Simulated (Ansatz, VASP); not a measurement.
BaTiO3 in VASP and in Ansatz

File INCAR:

```
SYSTEM = BaTiO3
PREC = Accurate ; ENCUT = 520
EDIFF = 1E-6 ; ISMEAR = 0
SIGMA = 0.05 ; LREAL = .FALSE.
LASPH = .TRUE. ; NELM = 80
ALGO = Normal ; ISIF = 2
LWAVE = .FALSE. ; LCHARG = .FALSE.
GGA = PE ; NBANDS = 28
```

File KPOINTS:

```
Automatic mesh
0
G
  8 8 8
  0 0 0
```

File POSCAR:

```
BaTiO3
1.0
    4.0192318613      0.0000000000      0.0000000000
    0.0000000000      4.0192318613     -0.1507211948
    0.0000000000     -0.1507230495      4.0192813205
Ba Ti O
1 1 3
Direct
    0.0000000000      0.0000000000      0.0000000000
    0.5000000000      0.5000000000      0.5000000000
    0.5000000000      0.5000000000      0.0000000000
    0.5000000000      0.0000000000      0.5000000000
    0.0000000000      0.5000000000      0.5000000000
```

Input for Ansatz:

```yaml
crystal:
  lattice:
    - [4.0192318613, 0.0, 0.0]
    - [0.0, 4.0192318613, -0.1507211948]
    - [0.0, -0.1507230495, 4.0192813205]
  atoms:
    - { symbol: Ba, position: [0.0, 0.0, 0.0] }
    - { symbol: Ti, position: [0.5, 0.5, 0.5] }
    - { symbol: O, position: [0.5, 0.5, 0.0] }
    - { symbol: O, position: [0.5, 0.0, 0.5] }
    - { symbol: O, position: [0.0, 0.5, 0.5] }
basis:
  ecutwfc: 420
kpoints:
  mp_grid: { grid: [8, 8, 8] }
hamiltonian:
  xc: pbe
scf:
  occupations: { method: gaussian, width: 0.05 }
output:
  forces: true
  stress: true
  eigenvalues: true
```

Change from the starting cell: strain -0.0750 x Voigt [0, 0, 0, 1, 0, 0], atoms carried along.

Alike in both runs: task single point; functional PBE; k mesh 8 × 8 × 8; occupations gaussian, width 0.05 eV; no spin polarisation.

```csv
,VASP,Ansatz
version,VASP 6.6.1,Ansatz 0.2.0
potentials or method,"VASP PAW PBE potentials, release 64 (Ba_sv, Ti_sv, O), cutoff 520 eV","scalar-relativistic, plane waves, PAW"
valence electrons in the cell,40,40
```

|  | VASP | Ansatz | Ansatz less VASP |
| --- | --- | --- | --- |
| gap on the k mesh at the Fermi level (eV) | 1.47 | 1.50 | +0.027 |
| least direct gap on the mesh (eV) | 1.47 | 1.50 | +0.027 |
| pressure (GPa) | 2.3 | 0.5 | -1.76 |
| traceless stress, the component that is largest in VASP (GPa) | 9.31 | 9.04 | -0.271 |

Ansatz's warnings: near symmetry operations not taken.

Neither program's run includes spin-orbit coupling.
